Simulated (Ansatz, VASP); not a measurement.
PbS in VASP and in Ansatz

```
Pb S
1.0
     2.05184   -5.91032    0.00000
     2.05184    5.91032    0.00000
     0.00000    0.00000    4.22149
Pb S
2 2
Direct
  0.13056 0.86944 0.25000
  0.86944 0.13056 0.75000
  0.35480 0.64520 0.25000
  0.64520 0.35480 0.75000
```

Alike in both runs: task single point; functional LDA; k mesh 7 × 7 × 6; occupations fermi-dirac, width 0.05 eV; no spin polarisation.

|  | VASP | Ansatz |
| --- | --- | --- |
| version | VASP 6.6.1 | Ansatz 0.2.0 |
| potentials or method | VASP PAW LDA potentials, release 64 (Pb_d, S) | Ansatz PAW |
| plane-wave cutoff (eV) | 520 | 420 |
| valence electrons in the cell | 40 | 40 |

VASP gave:

```
gap on the k mesh at the Fermi level (eV)                     : 1.01
least direct gap on the mesh (eV)                             : 1.29
pressure (GPa)                                                : -1.4
traceless stress, the component that is largest in VASP (GPa) : 0.38
rms of the force components (eV/Å)                            : 0.077
```

Which values does Ansatz return?

gap on the k mesh at the Fermi level (eV): 1.03; least direct gap on the mesh (eV): 1.31; pressure (GPa): -1.4; traceless stress, the component that is largest in VASP (GPa): 0.41; rms of the force components (eV/Å): 0.072.

LDA's correlation is that of Perdew and Zunger in VASP and of Perdew and Wang (1992) in Ansatz. Atom by atom the forces differ by 0.006 eV/Å (rms over components).

Spin-orbit coupling is off throughout. Noted on Ansatz's run: odd divisions of the mesh miss points on the zone boundary, where band edges often lie, so the gap on the mesh can be too wide.
